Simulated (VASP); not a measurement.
# Ru (P6_3/mmc) in VASP: a series of runs

Runs on Ru. Level: PBEsol. Tasks: single point, relaxation of cell and atoms.

All numbers are computed with VASP 6.6.1; they aren't measurements. Logs are shortened: lines on timing, memory, paths and dates and some standing lists are left out, and cuts for length are marked.

## 1. The cell of the first run

Symmetry: P6_3/mmc, No. 194, hexagonal system. Conventional cell: a = 2.688 Å, b = 2.688 Å, c = 4.255 Å, α = 90.00°, β = 90.00°, γ = 120.00°. Within 3.5 Å of Ru (site symmetry -6m2) lie 12 Ru at 2.63 to 2.69 Å.

## 2. Single point, PBEsol

Input file INCAR:

```
PREC = Accurate
ENCUT = 520
EDIFF = 1E-6
ISMEAR = 1
SIGMA = 0.05
LREAL = F
LASPH = T
NELM = 80
ALGO = Normal
ISIF = 2
LWAVE = F
LCHARG = F
GGA = PS
NBANDS = 21
```

Input file KPOINTS:

```
Automatic mesh
0
Gamma
  18 18 10
```

Input file POSCAR:

```
Ru
1.0
    2.6882472787      0.0000000000      0.0000000000
   -1.3441236394      2.3280904350      0.0000000000
    0.0000000000      0.0000000000      4.2549581198
Ru
2
Direct
    0.3333333333      0.6666666667      0.2500000000
    0.6666666667      0.3333333333      0.7500000000
```

Potentials or basis: VASP PAW PBE potentials, release 64 (Ru_pv).

The run is started by

```sh
> cat potpaw_PBE.64/Ru_pv/POTCAR > POTCAR
> mpirun -np 1 vasp_std > vasp.out
```

OUTCAR:

```text
PREC = Accurate
   ENCUT = 520
   EDIFF = 1E-6
   ISMEAR = 1
   LREAL = F
   LASPH = T
   NELM = 80
   ISIF = 2
   GGA = PS

 ion  position               nearest neighbor table
   1  0.333  0.667  0.250-   2 2.63   2 2.63   2 2.63   2 2.63   2 2.63   2 2.63
   2  0.667  0.333  0.750-   1 2.63   1 2.63   1 2.63   1 2.63   1 2.63   1 2.63

  LATTYP: Found a hexagonal cell.
 ALAT       =     2.6882472787
 C/A-ratio  =     1.5828001217

  Lattice vectors:

 A1 = (   2.6882472787,   0.0000000000,   0.0000000000)
 A2 = (  -1.3441236394,   2.3280904350,   0.0000000000)
 A3 = (   0.0000000000,   0.0000000000,   4.2549581198)

Analysis of symmetry for initial positions (statically):
=====================================================================
 Subroutine PRICEL returns:
 Original cell was already a primitive cell.

 Routine SETGRP: Setting up the symmetry group for a
 hexagonal supercell.

 Subroutine GETGRP returns: Found 24 space group operations
 (whereof 12 operations were pure point group operations)
 out of a pool of 24 trial point group operations.

The static configuration has the point symmetry D_3d.
 The point group associated with its full space group is D_6h.

Analysis of symmetry for dynamics (positions and initial velocities):
=====================================================================
 Subroutine PRICEL returns:
 Original cell was already a primitive cell.

 Routine SETGRP: Setting up the symmetry group for a
 hexagonal supercell.

 Subroutine GETGRP returns: Found 24 space group operations
 (whereof 12 operations were pure point group operations)
 out of a pool of 24 trial point group operations.

The dynamic configuration has the point symmetry D_3d.
 The point group associated with its full space group is D_6h.

 Subroutine INISYM returns: Found 24 space group operations
 (whereof 12 operations are pure point group operations),
 and found     1 'primitive' translations

----------------------------------------------------------------------------------------

                                     Primitive cell

  volume of cell :      26.6296

  direct lattice vectors                    reciprocal lattice vectors
     2.688247279  0.000000000  0.000000000     0.371989589  0.214768289  0.000000000
    -1.344123639  2.328090435  0.000000000     0.000000000  0.429536579  0.000000000
     0.000000000  0.000000000  4.254958120     0.000000000  0.000000000  0.235019940

  length of vectors
     2.688247279  2.688247279  4.254958120     0.429536579  0.429536579  0.235019940

  position of ions in fractional coordinates (direct lattice)
     0.333333333  0.666666667  0.250000000
     0.666666667  0.333333333  0.750000000

  ion indices of the primitive-cell ions
   primitive index   ion index
                 1           1
                 2           2

----------------------------------------------------------------------------------------

 KPOINTS: Automatic mesh

Automatic generation of k-mesh.
 Grid dimensions read from file:
 generate k-points for:   18   18   10

 Generating k-lattice:

  Cartesian coordinates                     Fractional coordinates (reciprocal lattice)
     0.020666088  0.011931572  0.000000000     0.055555556  0.000000000  0.000000000
     0.000000000  0.023863143  0.000000000     0.000000000  0.055555556  0.000000000
     0.000000000  0.000000000  0.023501994     0.000000000  0.000000000  0.100000000

  Length of vectors
     0.023863143  0.023863143  0.023501994

  Shift w.r.t. Gamma in fractional coordinates (k-lattice)
     0.000000000  0.000000000  0.000000000

 Subroutine IBZKPT returns following result:
 ===========================================

 Found    222 irreducible k-points:

 Following reciprocal coordinates:
            Coordinates               Weight
  0.000000  0.000000  0.000000      1.000000
  0.055556  0.000000  0.000000      6.000000
  0.111111  0.000000  0.000000      6.000000
  0.166667  0.000000  0.000000      6.000000
  0.222222  0.000000  0.000000      6.000000
  0.277778  0.000000  0.000000      6.000000
[... 16 lines left out ...]
  0.333333  0.111111  0.000000     12.000000
  0.388889  0.111111  0.000000     12.000000
 [... further k-points ...]
   k-points           NKPTS =    222   k-points in BZ     NKDIM =    222   number of bands    NBANDS=     21
   number of dos      NEDOS =    301   number of ions     NIONS =      2
   total plane-waves  NPLWV =  12800
   dimension x,y,z NGX =    20 NGY =   20 NGZ =   32
   dimension x,y,z NGXF=    40 NGYF=   40 NGZF=   64
   ions per type =               2
   NGX,Y,Z   is equivalent  to a cutoff of  12.37, 12.37, 12.50 a.u.
   NGXF,Y,Z  is equivalent  to a cutoff of  24.74, 24.74, 25.01 a.u.
 SYSTEM =  unknown system
   PREC   = accura    normal or accurate (medium, high low for compatibility)
   ISTART =      0    job   : 0-new  1-cont  2-samecut
   ICHARG =      2    charge: 1-file 2-atom 10-const
   ISPIN  =      1    spin polarized calculation?
   LNONCOLLINEAR =      F non collinear calculations
   LSORBIT =      F    spin-orbit coupling
   LASPH  =      T    aspherical Exc in radial PAW
   ENCUT  =  520.0 eV  38.22 Ry    6.18 a.u.   5.00  5.00  7.91*2*pi/ulx,y,z
   NELM   =     80;   NELMIN=  2; NELMDL= -5     # of ELM steps
   EDIFF  = 0.1E-05   stopping-criterion for ELM
   LREAL  =      F    real-space projection
   EDIFFG = 0.1E-04   stopping-criterion for IOM
   NSW    =      0    number of steps for IOM
   IBRION =     -1    ionic relax: 0-MD 1-quasi-New 2-CG
   NFREE  =      0    steps in history (QN), initial steepest desc. (CG)
   ISIF   =      2    stress and relaxation
   ISYM   =      2    0-nonsym 1-usesym 2-fastsym
   POTIM  = 0.5000    time-step for ionic-motion
   TEBEG  =    0.0;   TEEND  =   0.0 temperature during run
   PSTRESS=    0.0 pullay stress
   NELECT =      28.0000    total number of electrons
   NUPDOWN=      -1.0000    fix difference up-down
   EMIN   =  10.00;   EMAX   =-10.00  energy-range for DOS
   EFERMI =   0.00;   METHOD = LEGACY
   ISMEAR =     1;   SIGMA  =   0.05  broadening in eV -4-tet -1-fermi 0-gaus
   EFERMI_NEDOS =   21; number of points for ismear=-14 and -15
   IALGO  =     38    algorithm
   IMIX   =      4    mixing-type and parameters
     AMIX     =   0.40;   BMIX     =  1.00
     AMIX_MAG =   1.60;   BMIX_MAG =  1.00
  volume/ion in A,a.u.               =      13.31        89.85
  Fermi-wavevector in a.u.,A,eV,Ry     =   1.664713  3.145852 37.705412  2.771270
  Thomas-Fermi vector in A             =   2.751209
   LORBIT       =      0    0 simple, 1 ext, 2 COOP (PROOUT), +10 PAW based schemes
   GGA     = PS    functional components
   LHFCALC =     F    Hartree Fock is set to
   AEXX    =    0.0000 exact exchange contribution
   IVDW    =     0    specifies the selected vdW correction
   LEPSILON=     F    determine dielectric tensor
   LRPA    =     F    only Hartree local field effects (RPA)
 non-spin polarized calculation
 Methfessel and Paxton  Order N= 1 SIGMA  =   0.05
  energy-cutoff  :      520.00
  volume of cell :       26.63
 maximum number of plane-waves:       744
 NGX is ok and might be reduce to    20
   NGX =  9   NGY =  9   NGZ = 15

 number of electron      27.9999997 magnetization

 Free energy of the ion-electron system (eV)
  ---------------------------------------------------
  ext. energy  EPLUGINS =         0.00000000
  ---------------------------------------------------
  free energy    TOTEN  =       -20.34038574 eV

  energy without entropy =      -20.34031038  energy(sigma->0) =      -20.34036062

 E-fermi :  13.0445     XC(G=0): -14.4015

 val. band max:       13.0426987717   @ k =   0.3333   0.1111   0.3000
 cond. band min:      13.0487186610   @ k =   0.1667   0.0000   0.4000
 fundamental gap:      0.0060198892
 Fermi energy:        13.0445195213

 k-point     1 :       0.0000    0.0000    0.0000
  band No.  band energies     occupation
      1     -30.6165      2.00000
      2     -29.6162      2.00000
      3     -29.6162      2.00000
      4     -29.4347      2.00000
      5     -29.4347      2.00000
      6     -29.3904      2.00000
[... 13 lines left out ...]
     20      23.3198      0.00000
     21      23.6163      0.00000

 k-point     2 :       0.0556    0.0000    0.0000
  band No.  band energies     occupation
      1     -30.6052      2.00000
      2     -29.6405      2.00000
      3     -29.6244      2.00000
      4     -29.4601      2.00000
      5     -29.4380      2.00000
      6     -29.3956      2.00000
[... 13 lines left out ...]
     20      23.3198      0.00000
     21      23.6009      0.00000

 k-point     3 :       0.1111    0.0000    0.0000
  band No.  band energies     occupation
      1     -30.5719      2.00000
      2     -29.7104      2.00000
      3     -29.6477      2.00000
      4     -29.5325      2.00000
      5     -29.4477      2.00000
      6     -29.4113      2.00000
[... 13 lines left out ...]
     20      23.3197      0.00000
     21      23.5519      0.00000

 k-point     4 :       0.1667    0.0000    0.0000
  band No.  band energies     occupation
      1     -30.5186      2.00000
      2     -29.8177      2.00000
      3     -29.6823      2.00000
      4     -29.6415      2.00000
      5     -29.4634      2.00000
      6     -29.4375      2.00000
[... 13 lines left out ...]
     20      23.3197      0.00000
     21      23.4743      0.00000

 k-point     5 :       0.2222    0.0000    0.0000
  band No.  band energies     occupation
      1     -30.4487      2.00000
      2     -29.9492      2.00000
      3     -29.7718      2.00000
      4     -29.7237      2.00000
      5     -29.4838      2.00000
      6     -29.4741      2.00000
[... 13 lines left out ...]
     20      23.3195      0.00000
     21      23.4011      0.00000
[... 382 lines left out ...]
     20      23.3191      0.00000
     21      23.3746      0.00000

 k-point    22 :       0.2778    0.1111    0.0000
  band No.  band energies     occupation
      1     -30.2537      2.00000
      2     -30.2056      2.00000
      3     -30.0619      2.00000
      4     -29.8215      2.00000
      5     -29.5911      2.00000
      6     -29.5829      2.00000
[... 13 lines left out ...]
     20      23.3179      0.00000
     21      23.3430      0.00000

 k-point    23 :       0.3333    0.1111    0.0000
  band No.  band energies     occupation
      1     -30.3053      2.00000
      2     -30.1696      2.00000
      3     -30.1294      2.00000
      4     -29.8718      2.00000
      5     -29.6493      2.00000
      6     -29.6056      2.00000
[... 13 lines left out ...]
     20      23.3188      0.00000
     21      24.0188      0.00000

 k-point    24 :       0.3889    0.1111    0.0000
  band No.  band energies     occupation
      1     -30.3700      2.00000
      2     -30.1734      2.00000
      3     -30.1015      2.00000
      4     -29.9041      2.00000
      5     -29.7006      2.00000
      6     -29.6204      2.00000
[... 13 lines left out ...]
     20      23.3174      0.00000
     21      24.3521      0.00000

 [... further k-points ...]

------------------------ aborting loop because EDIFF is reached ----------------------------------------

  FORCE on cell =-STRESS in cart. coord.  units (eV):
  Direction    XX          YY          ZZ          XY          YZ          ZX
  --------------------------------------------------------------------------------------
  -------------------------------------------------------------------------------------
  Total       -0.0114364     -0.0114364      0.0003245      0.0000000      0.0000000     -0.0000000
  in kB       -0.6880732     -0.6880732      0.0195234      0.0000000      0.0000000     -0.0000000
  external PRESSURE =      -0.4522076 kB  Pullay stress =       0.0000000 kB

 VOLUME and BASIS-vectors are now :
 -----------------------------------------------------------------------------
  energy-cutoff  :      520.00
  volume of cell :       26.63
      direct lattice vectors                 reciprocal lattice vectors
     2.688247279  0.000000000  0.000000000     0.371989589  0.214768289  0.000000000
    -1.344123639  2.328090435  0.000000000     0.000000000  0.429536579  0.000000000
     0.000000000  0.000000000  4.254958120     0.000000000  0.000000000  0.235019940

 POSITION                                       TOTAL-FORCE (eV/Angst)
 -----------------------------------------------------------------------------------
     -0.00000      1.55206      1.06374        -0.000000      0.000000      0.000000
      1.34412      0.77603      3.19122         0.000000     -0.000000      0.000000
 -----------------------------------------------------------------------------------
    total drift:                                0.000000     -0.000000      0.000000

  FREE ENERGIE OF THE ION-ELECTRON SYSTEM (eV)
  ---------------------------------------------------
  free  energy   TOTEN  =       -20.3403857442 eV

  energy  without entropy=      -20.3403103784  energy(sigma->0) =      -20.34036062
```

It took 39 s on 1 thread of AMD EPYC 9R45 (Zen 5), shared host; peak memory 0.18 GiB.

Results:

```
Free energy            : -20.3404 eV
Pressure               : 0.0 GPa
Band gap on the k mesh : zero (bands 14 and 15 overlap by 3.22 eV)
```

Levels at points of the mesh, in eV from the Fermi level:
```tsv
k point	band 11	band 12	band 13	band 14	band 15	band 16	band 17	band 18
(0.00, 0.00, 0.00)	-2.49	-1.96	-1.96	-1.41	-1.41	1.24	1.24	1.27
(0.50, 0.00, 0.00)	-2.13	-1.85	-1.55	1.51	1.94	2.01	4.18	6.26
(0.00, 0.00, 0.50)	-2.84	-2.84	-2.79	-2.79	0.59	0.59	0.59	0.59
(0.50, 0.00, 0.50)	-1.08	-1.08	0.46	0.46	1.77	1.77	3.46	3.46
```

Caveat: the PAW data sets were made with another functional, which shifts forces and pressure a little.

## 3. Relaxation of cell and atoms, PBEsol

This run uses another cell than the first one, of 13.57 Å³/atom.

Input file INCAR:

```
SYSTEM = Ru
PREC = Accurate
ENCUT = 600
EDIFF = 1E-7
ISMEAR = 1
SIGMA = 0.05
LREAL = .False.
LASPH = .True.
NELM = 80
ALGO = Normal
ISIF = 3
LWAVE = .False.
LCHARG = .False.
GGA = PS
IBRION = 2
NSW = 60
EDIFFG = -0.03
```

Input file KPOINTS:

```
regular mesh
0
Gamma
  18 18 10
  0 0 0
```

Input file POSCAR:

```
Ru
1.0
    2.7058000000      0.0000000000      0.0000000000
   -1.3529000000      2.3432920000      0.0000000000
    0.0000000000      0.0000000000      4.2819000000
Ru
2
Direct
    0.3333333333      0.6666666667      0.2500000000
    0.6666666667      0.3333333333      0.7500000000
```

Potentials or basis: VASP PAW PBE potentials, release 64 (Ru_pv).

The run is started by

```sh
> cat potpaw_PBE.64/Ru_pv/POTCAR > POTCAR
> mpirun -np 1 vasp_std > vasp.out
```

Run time: 2.5 min. Hardware: 1 thread of AMD EPYC 9R45 (Zen 5), shared host; peak memory 0.22 GiB.

Results (log left out):

```
Free energy                           : -20.3415 eV
Relaxed volume                        : 13.32 Å³/atom
Relaxed cell                          : a = 2.689 Å, b = 2.689 Å, c = 4.254 Å, α = 90.00°, β = 90.00°, γ = 120.00°
Space group after relaxing (to 0.1 Å) : P6_3/mmc (No. 194)
Energy gained by relaxing             : 5.4 meV/atom
Ionic steps                           : 3
Pressure after relaxing               : -0.2 GPa
Band gap on the k mesh                : zero (bands 14 and 15 overlap by 3.22 eV)
```

Stress tensor (GPa, compression positive):
```
-0.26  0.00  0.00
 0.00 -0.26  0.00
 0.00  0.00 -0.02
```

The path:
```csv
step,energy change (eV),largest force (eV/Å),pressure (GPa),volume (Å³)
1,0.0000,0.0000,-6.49,27.15
2,0.1049,0.0000,24.85,25.04
3,-0.0108,0.0000,-0.18,26.64
```

Final structure:
```
Ru
1.0
     2.68899    0.00000    0.00000
    -1.34449    2.32873    0.00000
     0.00000    0.00000    4.25432
Ru
2
Direct
  0.33333 0.66667 0.25000
  0.66667 0.33333 0.75000
```

Levels at points of the mesh, in eV from the Fermi level:
```tsv
k point	band 10	band 11	band 12	band 13	band 14	band 15	band 16	band 17	band 18
(0.00, 0.00, 0.00)	-2.67	-2.48	-1.96	-1.96	-1.42	-1.42	1.24	1.24	1.27
(0.50, 0.00, 0.00)	-3.10	-2.12	-1.85	-1.55	1.50	1.94	2.01	4.18	6.25
(0.00, 0.00, 0.50)	-2.84	-2.84	-2.84	-2.78	-2.78	0.59	0.59	0.59	0.59
(0.50, 0.00, 0.50)	-4.66	-1.08	-1.08	0.46	0.46	1.77	1.77	3.46	3.46
```

Caveat: the PAW data sets were made with another functional, which shifts forces and pressure a little.
